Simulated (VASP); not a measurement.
Crystal: Tl.

```
Tl
1.0
     3.45600    0.00000    0.00000
    -1.72800    2.99298    0.00000
     0.00000    0.00000    5.52500
Tl
2
Direct
  0.33333 0.66667 0.25000
  0.66667 0.33333 0.75000
```

Base run:

| Item | Value |
| --- | --- |
| Program | VASP 6.6.1 |
| Functional | r2SCAN |
| Potentials or basis | VASP PAW PBE potentials, release 64 (Tl_d) |
| Cutoff | 520 eV |
| k mesh | 12 × 12 × 6 |
| Occupations | gaussian, width 0.05 eV |
| Spin | no spin polarisation |

Its results: band gap on the k mesh zero (band 13 reaches 10.21 eV, above the bottom of band 14 at 4.24 eV); pressure 2.0 GPa.

Problem. The run is repeated on the same cell with these changes: functional from r2SCAN to LDA; potentials or basis from VASP PAW PBE potentials, release 64 (Tl_d) to VASP PAW LDA potentials, release 64 (Tl_d). What comes out?

Solution. Band gap on the k mesh zero (band 13 reaches 9.79 eV, above the bottom of band 14 at 4.00 eV); pressure -1.6 GPa.

Caveats: spin-orbit coupling is left out, which moves the levels of the heavy elements; the PAW data sets were made with another functional, which shifts forces and pressure a little (some runs).
